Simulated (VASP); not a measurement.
A run of VASP 6.6.1 is set up as follows.

File INCAR:

```
PREC = Accurate
ENCUT = 600
EDIFF = 1E-6
ISMEAR = -1
SIGMA = 0.05
LREAL = F
LASPH = T
NELM = 150
ALGO = Normal
ISIF = 3
LWAVE = F
LCHARG = F
LMAXMIX = 4
LDAU = T
LDAUTYPE = 2
LDAUL = 2 -1
LDAUU = 1 0
LDAUJ = 0 0
LDAUPRINT = 1
GGA = PS
IBRION = 2
NSW = 60
EDIFFG = -0.01
```

The input KPOINTS:

```
regular mesh
0
Gamma
  12 12 12
```

POSCAR

```
Si2W
1.0
   -1.6069000000      1.6069000000      3.9149500000
    1.6069000000     -1.6069000000      3.9149500000
    1.6069000000      1.6069000000     -3.9149500000
W Si
1 2
Direct
    0.0000000000      0.0000000000      0.0000000000
    0.6653000000      0.6653000000      0.0000000000
    0.3347000000      0.3347000000      0.0000000000
```

Potentials or basis: VASP PAW PBE potentials, release 64 (W_sv, Si).

Run with:

```sh
$ cat potpaw_PBE.64/W_sv/POTCAR potpaw_PBE.64/Si/POTCAR > POTCAR
$ mpirun -np 1 vasp_std > vasp.out
```

(1) Estimate the relaxed volume.

(2) Predict the relaxed cell.

(3) What does it give for the band gap on the k mesh?

(4) Estimate the space group after relaxing (to 0.1 Å).

Answers

(1) 13.43 Å³/atom.

(2) a = 4.524 Å, b = 4.524 Å, c = 4.524 Å, α = 138.46°, β = 138.46°, γ = 60.19°.

(3) zero (bands 11 and 12 overlap by 1.32 eV).

(4) I4/mmm (No. 139).

Caveat: the PAW data sets were made with another functional, which shifts forces and pressure a little; spin-orbit coupling is left out, which moves the levels of the heavy elements; U without spin polarisation on a metal has little footing; the U is typed as a test and isn't derived for this compound.
